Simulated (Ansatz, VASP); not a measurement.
One calculation of Hf, two programs

The input INCAR:

```
PREC     = Accurate       # precision mode
ENCUT    = 520            # plane-wave cutoff, eV
EDIFF    = 1E-8           # SCF threshold, eV
ISMEAR   = -1             # smearing method
SIGMA    = 0.08           # smearing width, eV
LREAL    = F              # projectors in reciprocal space
LASPH    = T              # aspherical terms in the spheres
NELM     = 100            # most SCF steps
ALGO     = Normal         # electronic algorithm
ISIF     = 2              # what is computed and relaxed
LWAVE    = F              # write WAVECAR
LCHARG   = F              # write CHGCAR
GGA      = PE             # functional
LEFG     = T            
NBANDS   = 11             # bands
```

KPOINTS

```
regular mesh
0
Gamma
  16 16 16
```

The input POSCAR:

```
Hf
1.0
   -1.7377007743      1.7377007743      1.7377007743
    1.7377007743     -1.7377007743      1.7377007743
    1.7377007743      1.7377007743     -1.7377007743
Hf
1
Direct
    0.0000000000      0.0000000000      0.0000000000
```

Input for Ansatz:

```yaml
crystal:
  lattice:
    - [-1.7377007743, 1.7377007743, 1.7377007743]
    - [1.7377007743, -1.7377007743, 1.7377007743]
    - [1.7377007743, 1.7377007743, -1.7377007743]
  atoms:
    - { symbol: Hf, position: [0.0, 0.0, 0.0] }
kpoints:
  mp_grid: { grid: [16, 16, 16] }
scf:
  occupations: { method: fermi_dirac, width: 0.08 }
hamiltonian:
  xc: pbe
  pseudopotentials: { kind: paw }
output:
  forces: true
  stress: true
  eigenvalues: true
  efg: { contact_densities: true }
```

Change from the starting cell: volume scaled by 0.9405, PAW files.

Alike in both runs: task electric field gradients; functional PBE; k mesh 16 × 16 × 16; occupations fermi-dirac, width 0.08 eV; no spin polarisation.

|  | VASP | Ansatz |
| --- | --- | --- |
| version | VASP 6.6.1 | Ansatz 0.2.0 |
| potentials or method | VASP PAW PBE potentials, release 64 (Hf_pv) | PAW with Ansatz's default frozen-core files, scalar-relativistic |
| plane-wave cutoff (eV) | 520 | 420 |
| valence electrons in the cell | 10 | 26 |

```tsv
	VASP	Ansatz	Ansatz less VASP
pressure (GPa)	6.4	6.7	+0.31
```

VASP's potentials hold 10 valence electrons a cell and Ansatz's 26, so a difference there can come from the potentials and not from the codes.

Spin-orbit coupling is off throughout.
